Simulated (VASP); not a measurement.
# TaN (P6_3/mmc) in VASP: a series of runs, part 2 of 3

VASP 6.6.1.

**3. Electric field gradients, PBEsol (zz strain of +2 %)**

INCAR

```
ALGO     = Normal         # electronic algorithm
EDIFF    = 1E-8           # SCF threshold, eV
ENCUT    = 520            # plane-wave cutoff, eV
GGA      = PS             # functional
GGA_COMPAT= False        
ISIF     = 2              # what is computed and relaxed
ISMEAR   = -1             # smearing method
LASPH    = True           # aspherical terms in the spheres
LCHARG   = False          # write CHGCAR
LEFG     = True         
LREAL    = False          # projectors in reciprocal space
LWAVE    = False          # write WAVECAR
NBANDS   = 24             # bands
NELM     = 120            # most SCF steps
PREC     = Accurate       # precision mode
SIGMA    = 0.01           # smearing width, eV
```

KPOINTS

```
k-points
0
Gamma
  9 9 5
```

POSCAR

```
TaN
1.0
    3.0480019786      0.0000000000      0.0000000000
   -1.5240009893      2.6396471442      0.0000000000
    0.0000000000      0.0000000000      5.0163600000
Ta N
2 2
Direct
    0.0000000000      0.0000000000      0.0000000000
    0.0000000000      0.0000000000      0.5000000000
    0.3333333333      0.6666666667      0.2500000000
    0.6666666667      0.3333333333      0.7500000000
```

Potentials or basis: VASP PAW PBE potentials, release 64 (Ta_pv, N).

Command:

```
cat potpaw_PBE.64/Ta_pv/POTCAR potpaw_PBE.64/N/POTCAR > POTCAR
mpirun -np 1 vasp_std > vasp.out
```

OUTCAR:

```text
EDIFF = 1E-8
   ENCUT = 520
   GGA = PS
   ISIF = 2
   ISMEAR = -1
   LASPH = True
   LREAL = False
   NELM = 120
   PREC = Accurate

 ion  position               nearest neighbor table
   1  0.000  0.000  0.000-   3 2.16   4 2.16   3 2.16   4 2.16   4 2.16   3 2.16   2 2.51   2 2.51

   2  0.000  0.000  0.500-   3 2.16   4 2.16   3 2.16   4 2.16   4 2.16   3 2.16   1 2.51   1 2.51

   3  0.333  0.667  0.250-   1 2.16   2 2.16   1 2.16   2 2.16   1 2.16   2 2.16
   4  0.667  0.333  0.750-   1 2.16   2 2.16   1 2.16   2 2.16   1 2.16   2 2.16

  LATTYP: Found a hexagonal cell.
 ALAT       =     3.0480019786
 C/A-ratio  =     1.6457863332

  Lattice vectors:

 A1 = (   3.0480019786,   0.0000000000,   0.0000000000)
 A2 = (  -1.5240009893,   2.6396471442,   0.0000000000)
 A3 = (   0.0000000000,   0.0000000000,   5.0163600000)

Analysis of symmetry for initial positions (statically):
=====================================================================
 Subroutine PRICEL returns:
 Original cell was already a primitive cell.

 Routine SETGRP: Setting up the symmetry group for a
 hexagonal supercell.

 Subroutine GETGRP returns: Found 24 space group operations
 (whereof 12 operations were pure point group operations)
 out of a pool of 24 trial point group operations.

The static configuration has the point symmetry D_3d.
 The point group associated with its full space group is D_6h.

Analysis of symmetry for dynamics (positions and initial velocities):
=====================================================================
 Subroutine PRICEL returns:
[... 173 lines left out ...]
      3     -25.7546      2.00000
      4     -25.4376      2.00000
      5     -25.4376      2.00000
      6     -24.7580      2.00000
[... 637 lines left out ...]
     23      16.7784      0.00000
     24      16.7784      0.00000

 [... further k-points ...]
[... 5 lines left out ...]
  --------------------------------------------------------------------------------------
  -------------------------------------------------------------------------------------
  Total        2.7687716      2.7687716     22.9204290      0.0000000      0.0000000     -0.0000000
  in kB      109.9127063    109.9127063    909.8787172      0.0000000      0.0000000     -0.0000000
  external PRESSURE =     376.5680433 kB  Pullay stress =       0.0000000 kB

 VOLUME and BASIS-vectors are now :
 -----------------------------------------------------------------------------
  energy-cutoff  :      520.00
  volume of cell :       40.36
      direct lattice vectors                 reciprocal lattice vectors
     3.048001979  0.000000000  0.000000000     0.328083777  0.189419257  0.000000000
    -1.524000989  2.639647144  0.000000000     0.000000000  0.378838513  0.000000000
     0.000000000  0.000000000  5.016360000     0.000000000  0.000000000  0.199347734

 POSITION                                       TOTAL-FORCE (eV/Angst)
 -----------------------------------------------------------------------------------
      0.00000      0.00000      0.00000         0.000000      0.000000      0.000000
      0.00000      0.00000      2.50818        -0.000000      0.000000      0.000000
     -0.00000      1.75976      1.25409         0.000000      0.000000      0.000000
      1.52400      0.87988      3.76227        -0.000000      0.000000     -0.000000
 -----------------------------------------------------------------------------------
    total drift:                               -0.000000      0.000000      0.000000

  FREE ENERGIE OF THE ION-ELECTRON SYSTEM (eV)
  ---------------------------------------------------
  free  energy   TOTEN  =       -44.7996855205 eV

  energy  without entropy=      -44.7986677829  energy(sigma->0) =      -44.79917665

 Electric field gradients (V/A^2)
---------------------------------------------------------------------
 ion       V_xx      V_yy      V_zz      V_xy      V_xz      V_yz
---------------------------------------------------------------------
   1      95.711    95.710  -191.421    -0.000    -0.000     0.000
   2      95.711    95.710  -191.421    -0.000     0.000    -0.000
   3      -1.571    -1.570     3.141     0.001     0.000     0.000
   4      -1.571    -1.570     3.141     0.001     0.000     0.000
---------------------------------------------------------------------

 Electric field gradients after diagonalization (V/A^2)
 (convention: |V_zz| > |V_xx| > |V_yy|)
----------------------------------------------------------------------
 ion       V_xx      V_yy      V_zz     asymmetry (V_yy - V_xx)/ V_zz
----------------------------------------------------------------------
   1      95.711    95.710  -191.421       0.000
   2      95.711    95.710  -191.421       0.000
   3      -1.571    -1.570     3.141       0.000
   4      -1.571    -1.570     3.141       0.000
----------------------------------------------------------------------

           NMR quadrupolar parameters

 Cq : quadrupolar parameter    Cq=e*Q*V_zz/h
 eta: asymmetry parameters     (V_yy - V_xx)/ V_zz
 Q  : nuclear electric quadrupole moment in mb (millibarn)
----------------------------------------------------------------------
 ion       Cq(MHz)       eta       Q (mb)
----------------------------------------------------------------------
   1      -0.463       0.000       1.000
   2      -0.463       0.000       1.000
   3       0.008       0.000       1.000
   4       0.008       0.000       1.000
----------------------------------------------------------------------
```

OSZICAR:

```text
N       E                     dE             d eps       ncg     rms          rms(c)
DAV:   1     0.266973395919E+03    0.26697E+03   -0.17354E+04  1728   0.142E+03
DAV:   2    -0.361446594524E+02   -0.30312E+03   -0.28861E+03  2064   0.412E+02
DAV:   3    -0.495012670005E+02   -0.13357E+02   -0.13168E+02  2136   0.846E+01
DAV:   4    -0.496583611473E+02   -0.15709E+00   -0.15623E+00  1984   0.935E+00
DAV:   5    -0.496605379715E+02   -0.21768E-02   -0.21762E-02  2224   0.901E-01    0.392E+01
DAV:   6    -0.450122536132E+02    0.46483E+01   -0.17327E+01  2072   0.290E+01    0.178E+01
DAV:   7    -0.448545898257E+02    0.15766E+00   -0.10906E+00  1920   0.723E+00    0.104E+01
DAV:   8    -0.448064715944E+02    0.48118E-01   -0.14165E-01  2112   0.276E+00    0.132E+00
DAV:   9    -0.447999128132E+02    0.65588E-02   -0.20200E-02  2072   0.869E-01    0.361E-01
DAV:  10    -0.447997368230E+02    0.17599E-03   -0.16168E-03  2088   0.353E-01    0.558E-02
DAV:  11    -0.447996861062E+02    0.50717E-04   -0.13316E-04  2072   0.976E-02    0.127E-02
DAV:  12    -0.447996860784E+02    0.27884E-07   -0.48297E-06  2096   0.166E-02    0.362E-03
DAV:  13    -0.447996855919E+02    0.48643E-06   -0.11067E-07  2176   0.230E-03    0.373E-03
DAV:  14    -0.447996855241E+02    0.67856E-07   -0.56501E-08  2072   0.155E-03    0.437E-04
DAV:  15    -0.447996855135E+02    0.10547E-07   -0.39954E-09  1136   0.411E-04    0.983E-05
DAV:  16    -0.447996855205E+02   -0.69444E-08   -0.74187E-10  1016   0.195E-04
   1 F= -.44799686E+02 E0= -.44799177E+02  d E =-.101774E-02
```

stdout:

```text
POSCAR found type information on POSCAR TaN
 POSCAR found :  2 types and       4 ions
 scaLAPACK will be used
 -----------------------------------------------------------------------------
|                                                                             |
|                                                                             |
|     You enforced a specific xc type in the INCAR file but a different       |
|     I HOPE YOU KNOW WHAT YOU ARE DOING!                                     |
|                                                                             |
 -----------------------------------------------------------------------------

 LDA part: xc-table for (Slater+PW92), standard interpolation
 POSCAR, INCAR and KPOINTS ok, starting setup
 FFT: planning ... GRIDC
 FFT: planning ... GRID_SOFT
 FFT: planning ... GRID
 WAVECAR not read
 entering main loop
ion   1

ion   2

ion   3

ion   4
```

Run time: 33 s. Hardware: 1 thread of Intel Xeon Platinum 8259CL at 2.50GHz (Skylake/Cascade Lake), shared host; peak memory 0.17 GiB.

What came out:

```
Free energy            : -44.7997 eV
Pressure               : 37.7 GPa
Band gap on the k mesh : zero (band 16 reaches 9.98 eV, above the bottom of band 17 at 7.86 eV)
```

Stress tensor (GPa, compression positive):
```
10.99  0.00  0.00
 0.00 10.99  0.00
 0.00  0.00 90.99
```

Levels at points of the mesh, in eV from the Fermi level:
```csv
k point,band 13,band 14,band 15,band 16,band 17,band 18,band 19,band 20
"(0.00, 0.00, 0.00)",-3.55,-3.47,-3.47,-1.57,-1.57,-0.61,-0.61,2.69
```

Electric field gradients, principal values (V/Å²):
```csv
atom,least,middle,greatest (by size)
1 Ta,95.710,95.711,-191.421
2 Ta,95.710,95.711,-191.421
3 N,-1.570,-1.571,3.141
4 N,-1.570,-1.571,3.141
```

Caveat: the cell differs from its parent crystal (zz strain of +2 %); without QUAD_EFG the Cq values of the log hold for a quadrupole moment of 1 mb, not for the nuclei; the PAW data sets were made with another functional, which shifts forces and pressure a little; spin-orbit coupling is left out, which moves the levels of the heavy elements.

**4. Electric field gradients, PBEsol (zz strain of +3 %)**

INCAR

```
ALGO = Normal
EDIFF = 1E-8
ENCUT = 520
GGA = PS
GGA_COMPAT = False
ISIF = 2
ISMEAR = -1
LASPH = True
LCHARG = False
LEFG = True
LREAL = False
LWAVE = False
NBANDS = 24
NELM = 120
PREC = Accurate
SIGMA = 0.01
```

KPOINTS is that of step 3.

POSCAR, as its differences from that of step 3:

```diff
@@ -4,3 +4,3 @@
    -1.5240009893      2.6396471442      0.0000000000
-    0.0000000000      0.0000000000      5.0163600000
+    0.0000000000      0.0000000000      5.0655400000
 Ta N
```

Potentials or basis: VASP PAW PBE potentials, release 64 (Ta_pv, N).

Command:

```
cat potpaw_PBE.64/Ta_pv/POTCAR potpaw_PBE.64/N/POTCAR > POTCAR
mpirun -np 1 vasp_std > vasp.out
```

OUTCAR:

```text
EDIFF = 1E-8
   ENCUT = 520
   GGA = PS
   ISIF = 2
   ISMEAR = -1
   LASPH = True
   LREAL = False
   NELM = 120
   PREC = Accurate

 ion  position               nearest neighbor table
   1  0.000  0.000  0.000-   3 2.17   4 2.17   3 2.17   4 2.17   4 2.17   3 2.17   2 2.53   2 2.53

   2  0.000  0.000  0.500-   3 2.17   4 2.17   3 2.17   4 2.17   4 2.17   3 2.17   1 2.53   1 2.53

   3  0.333  0.667  0.250-   1 2.17   2 2.17   1 2.17   2 2.17   1 2.17   2 2.17
   4  0.667  0.333  0.750-   1 2.17   2 2.17   1 2.17   2 2.17   1 2.17   2 2.17

  LATTYP: Found a hexagonal cell.
 ALAT       =     3.0480019786
 C/A-ratio  =     1.6619214933

  Lattice vectors:

 A1 = (   3.0480019786,   0.0000000000,   0.0000000000)
 A2 = (  -1.5240009893,   2.6396471442,   0.0000000000)
 A3 = (   0.0000000000,   0.0000000000,   5.0655400000)

Analysis of symmetry for initial positions (statically):
[... 856 lines left out ...]
 -----------------------------------------------------------------------------------
      0.00000      0.00000      0.00000        -0.000000      0.000000      0.000000
      0.00000      0.00000      2.53277        -0.000000      0.000000      0.000000
     -0.00000      1.75976      1.26639         0.000000     -0.000000      0.000000
      1.52400      0.87988      3.79916        -0.000000      0.000000      0.000000
 -----------------------------------------------------------------------------------
    total drift:                               -0.000000      0.000000      0.000000

  FREE ENERGIE OF THE ION-ELECTRON SYSTEM (eV)
  ---------------------------------------------------
  free  energy   TOTEN  =       -45.0138704807 eV

  energy  without entropy=      -45.0131473246  energy(sigma->0) =      -45.01350890

 Electric field gradients (V/A^2)
---------------------------------------------------------------------
 ion       V_xx      V_yy      V_zz      V_xy      V_xz      V_yz
---------------------------------------------------------------------
   1      96.198    96.197  -192.395    -0.000    -0.000     0.000
   2      96.198    96.197  -192.395    -0.000     0.000    -0.000
   3      -1.657    -1.656     3.314     0.001     0.000    -0.000
   4      -1.657    -1.656     3.314     0.001     0.000     0.000
---------------------------------------------------------------------

 Electric field gradients after diagonalization (V/A^2)
 (convention: |V_zz| > |V_xx| > |V_yy|)
----------------------------------------------------------------------
 ion       V_xx      V_yy      V_zz     asymmetry (V_yy - V_xx)/ V_zz
----------------------------------------------------------------------
   1      96.198    96.197  -192.395       0.000
   2      96.198    96.197  -192.395       0.000
   3      -1.657    -1.656     3.314       0.000
   4      -1.657    -1.656     3.314       0.000
----------------------------------------------------------------------

           NMR quadrupolar parameters

 Cq : quadrupolar parameter    Cq=e*Q*V_zz/h
 eta: asymmetry parameters     (V_yy - V_xx)/ V_zz
 Q  : nuclear electric quadrupole moment in mb (millibarn)
----------------------------------------------------------------------
 ion       Cq(MHz)       eta       Q (mb)
----------------------------------------------------------------------
   1      -0.465       0.000       1.000
   2      -0.465       0.000       1.000
   3       0.008       0.000       1.000
   4       0.008       0.000       1.000
----------------------------------------------------------------------
```

stdout:

```text
POSCAR found type information on POSCAR TaN
 POSCAR found :  2 types and       4 ions
 scaLAPACK will be used
 -----------------------------------------------------------------------------
|                                                                             |
|                                                                             |
|     You enforced a specific xc type in the INCAR file but a different       |
|     I HOPE YOU KNOW WHAT YOU ARE DOING!                                     |
|                                                                             |
 -----------------------------------------------------------------------------

 LDA part: xc-table for (Slater+PW92), standard interpolation
 POSCAR, INCAR and KPOINTS ok, starting setup
 FFT: planning ... GRIDC
 FFT: planning ... GRID_SOFT
 FFT: planning ... GRID
 WAVECAR not read
 entering main loop
ion   1

ion   2

ion   3

ion   4
```

Wall time 33 s (1 thread of Intel Xeon Platinum 8259CL at 2.50GHz (Skylake/Cascade Lake), shared host); peak memory 0.17 GiB.

Results:

```
Free energy            : -45.0139 eV
Pressure               : 31.9 GPa
Band gap on the k mesh : zero (band 16 reaches 9.89 eV, above the bottom of band 17 at 7.86 eV)
```

Electric field gradients, principal values (V/Å²):
```tsv
atom	least	middle	greatest (by size)
1 Ta	96.197	96.198	-192.395
2 Ta	96.197	96.198	-192.395
3 N	-1.656	-1.657	3.314
4 N	-1.656	-1.657	3.314
```

Caveat: the cell differs from its parent crystal (zz strain of +3 %); without QUAD_EFG the Cq values of the log hold for a quadrupole moment of 1 mb, not for the nuclei; the PAW data sets were made with another functional, which shifts forces and pressure a little; spin-orbit coupling is left out, which moves the levels of the heavy elements.

[end of part 2 of 3]
